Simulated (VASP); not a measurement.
A run of VASP 6.6.1:

Contents of INCAR:

```
SYSTEM = Sn2Te
  ALGO = Fast
  EDIFF = 1E-6
  EDIFFG = -0.01
  ENCUT = 600
  GGA = PE
  IBRION = 2
  ISIF = 3
  ISMEAR = 0
  LASPH = .TRUE.
  LCHARG = .FALSE.
  LREAL = .FALSE.
  LWAVE = .FALSE.
  NELM = 100
  NSW = 100
  PREC = Accurate
  SIGMA = 0.1
```

KPOINTS

```
k-points
0
G
  12 12 12
  0 0 0
```

POSCAR

```
Sn2Te
1.0
    5.0983875534      0.0000000000      0.0000000000
   -2.5491937767      4.4153331395      0.0000000000
    0.0000000000      0.0000000000      4.0334893404
Sn Te
2 1
Direct
    0.3333333333      0.6666666667      0.5000000000
    0.6666666667      0.3333333333      0.5000000000
    0.0000000000      0.0000000000      0.0000000000
```

Potentials or basis: VASP PAW PBE potentials, release 64 (Sn_d, Te).

Run with:

```bash
$ cat potpaw_PBE.64/Sn_d/POTCAR potpaw_PBE.64/Te/POTCAR > POTCAR
$ mpirun -np 1 vasp_std > vasp.out
```

Hardware: 1 thread of AMD EPYC 9R45 96-Core Processor (Zen 5) (shared host).

**Question.** Estimate the wall time of this run.

**Answer.** It took 7 min on 1 thread of AMD EPYC 9R45 96-Core Processor (Zen 5) (shared host), peak memory 0.43 GiB. Counts: scf iterations 52, k points 133, ion steps 8.
